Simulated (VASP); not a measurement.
Write the native input for VASP 6.6.1 that does the following.

- Task: single point
- Functional: PBE
- Potentials or basis: VASP PAW PBE potentials, release 64 (Ta_pv, N)
- Cutoff: 520 eV
- k mesh: 11 × 11 × 11
- Occupations: methfessel-paxton, width 0.05 eV
- Spin: no spin polarisation
- Dipole correction: no
- Further INCAR settings: ALGO = Normal; EDIFF = 1e-06; NBANDS = 15

The structure of TaN lies in POSCAR:

```
TaN
1.0
    0.0000000000      2.1790000000      2.1790000000
    2.1790000000      0.0000000000      2.1790000000
    2.1790000000      2.1790000000      0.0000000000
Ta N
1 1
Direct
    0.5000000000      0.5000000000      0.5000000000
    0.0000000000      0.0000000000      0.0000000000
```

One way to write it, as run:

INCAR

```
SYSTEM = TaN
  PREC = Accurate
  ENCUT = 520
  EDIFF = 1E-6
  ISMEAR = 1
  SIGMA = 0.05
  LREAL = .FALSE.
  LASPH = .TRUE.
  NELM = 80
  ALGO = Normal
  ISIF = 2
  LWAVE = .FALSE.
  LCHARG = .FALSE.
  GGA = PE
  NBANDS = 15
```

KPOINTS

```
regular mesh
0
G
  11 11 11
  0 0 0
```

Potentials or basis: VASP PAW PBE potentials, release 64 (Ta_pv, N).

Launch:

```sh
$ cat potpaw_PBE.64/Ta_pv/POTCAR potpaw_PBE.64/N/POTCAR > POTCAR
$ mpirun -np 1 vasp_std > vasp.out
```

Results of the run:

| Item | Value |
| --- | --- |
| Pressure | 15.5 GPa |
| Band gap on the k mesh | zero (band 8 reaches 11.61 eV, above the bottom of band 9 at 7.68 eV) |

Caveat: spin-orbit coupling is left out, which moves the levels of the heavy elements.

It took 12 s on 1 thread of Intel(R) Xeon(R) Platinum 8259CL CPU @ 2.50GHz (Skylake/Cascade Lake), with other jobs on the host, peak memory 0.15 GiB.
